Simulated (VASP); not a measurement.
Crystal: Tl2F.

```xyz
3
Lattice="4.7989 0.0000 0.0000 -2.3995 4.1560 0.0000 0.0000 0.0000 3.5775" Properties=species:S:1:pos:R:3 pbc="T T T"
Tl    0.0000    2.7707    1.7887
Tl    2.3995    1.3853    1.7887
F     0.0000    0.0000    0.0000
```

The cell was generated, and may not be a known phase.

* Program: VASP 6.6.1
* Task: relaxation of cell and atoms
* Functional: PBE
* Potentials or basis: VASP PAW PBE potentials, release 64 (Tl_d, F)
* Cutoff: 600 eV
* k mesh: 6 × 6 × 6
* Occupations: gaussian, width 0.1 eV
* Spin: no spin polarisation

At the start: pressure 5.8 GPa; volume 23.78 Å³/atom.

Question: How do energy, volume and symmetry change on relaxing?

Answer: Over 13 steps the energy falls by 130.3 meV/atom and the volume is 25.31 Å³/atom (+6.4 %); space group P6/mmm (No. 191, to 0.1 Å) before and after.

The path:
| step | energy change (eV) | largest force (eV/Å) | pressure (GPa) | volume (Å³) |
| --- | --- | --- | --- | --- |
| 1 | 0.0000 | 0.0000 | 5.81 | 71.35 |
| 2 | -0.3271 | 0.0000 | -0.26 | 80.44 |
| 3 | -0.3351 | 0.0000 | -1.23 | 83.05 |
| 4 | -0.3357 | 0.0000 | -1.03 | 82.49 |
| 5 | -0.3604 | 0.0000 | -0.80 | 80.76 |
| 6 | -0.3819 | 0.0000 | -0.35 | 78.19 |
| 7 | -0.3701 | 0.0000 | 1.16 | 73.02 |
| 8 | -0.3876 | 0.0000 | -0.12 | 76.96 |
| 9 | -0.3896 | 0.0000 | 0.39 | 74.99 |
| 10 | -0.3906 | 0.0000 | 0.13 | 75.86 |
| 11 | -0.3907 | 0.0000 | 0.18 | 75.66 |
| 12 | -0.3906 | 0.0000 | 0.22 | 75.52 |
| 13 | -0.3910 | 0.0000 | 0.04 | 75.94 |

Final structure:
```yaml
crystal:
  lattice:
    - [5.24460, 0.00000, 0.00000]
    - [-2.62230, 4.54195, 0.00000]
    - [0.00000, 0.00000, 3.18817]
  atoms:
    - { symbol: Tl, position: [0.33333, 0.66667, 0.50000] }
    - { symbol: Tl, position: [0.66667, 0.33333, 0.50000] }
    - { symbol: F, position: [0.00000, 0.00000, 0.00000] }
```
